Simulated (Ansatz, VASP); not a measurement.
# Two plane-wave programs on MoS2

Contents of POSCAR:

```
MoS2
1.0
    3.2669485462      0.0000000000      0.0000000000
   -1.6334737670      2.8292597457      0.0000000000
    0.0000000000      0.0000000000      6.2547397121
Mo S
1 2
Direct
    0.0000000000      0.0000000000      0.5000000000
    0.3333333333      0.6666666667      0.2586751014
    0.6666666667      0.3333333333      0.7413248986
```

INCAR.step1

```
  ALGO = Normal
  EDIFF = 1E-4
  ENCUT = 520
  GGA = PE
  ISMEAR = 0
  LASPH = T
  LCHARG = F
  LREAL = F
  LWAVE = T
  NBANDS = 20
  NELM = 60
  PREC = Accurate
  SIGMA = 0.1
```

Contents of INCAR.step2:

```
  ALGO = Normal
  EDIFF = 1E-7
  ENCUT = 520
  ISIF = 2
  ISMEAR = 0
  ISTART = 1
  LASPH = T
  LCHARG = F
  LMIXTAU = T
  LREAL = F
  LWAVE = F
  METAGGA = R2SCAN
  NBANDS = 20
  NELM = 60
  PREC = Accurate
  SIGMA = 0.1
```

File KPOINTS:

```
k-points
0
Gamma
  4 4 2
```

Input for Ansatz:

```yaml
crystal:
  lattice:
    - [3.2669485462085284, 2.1413578161573486e-17, -1.170278613829912e-17]
    - [-1.6334737669874593, 2.8292597457313673, -2.9403271891589333e-16]
    - [-2.818435508007583e-17, -8.124474122328422e-16, 6.254739712075824]
  atoms:
    - { symbol: Mo, position: [3.988776337379624e-31, -2.927445713380301e-32, 0.4999999999999997] }
    - { symbol: S, position: [0.33333333333333365, 0.6666666666666673, 0.25867510137637345] }
    - { symbol: S, position: [0.6666666666666669, 0.33333333333333365, 0.7413248986236262] }
kpoints:
  mp_grid:
    grid: [4, 4, 2]
hamiltonian:
  xc: r2scan
scf:
  max_iter: 80
  algorithm: direct_min
  occupations:
    method: gaussian
output:
  forces: true
  stress: true
```

Alike in both runs: task single point; functional r2SCAN; k mesh 4 × 4 × 2; no spin polarisation.

```csv
,VASP,Ansatz
version,VASP 6.6.1,Ansatz 0.2.0
potentials or method,"VASP PAW PBE potentials, release 64 (Mo_sv, S)","plane waves, PAW"
plane-wave cutoff (eV),520,500
occupations,"gaussian, width 0.1 eV",gaussian
valence electrons in the cell,26,26
```

|  | VASP | Ansatz | Ansatz less VASP |
| --- | --- | --- | --- |
| gap on the k mesh at the Fermi level (eV) | none | none | - |
| pressure (GPa) | 0.6 | 0.5 | -0.04 |
| traceless stress, the component that is largest in VASP (GPa) | -0.78 | -0.76 | +0.020 |
| rms of the force components (eV/Å) | 0.019 | 0.017 | -0.0027 |

VASP's potentials were made for PBE, not for r2SCAN. Atom by atom the forces differ by 0.003 eV/Å (rms over components). A gap of «none» marks a metal or a gap that the smearing closes.

The k mesh is coarse, so the values compare programs but aren't converged.
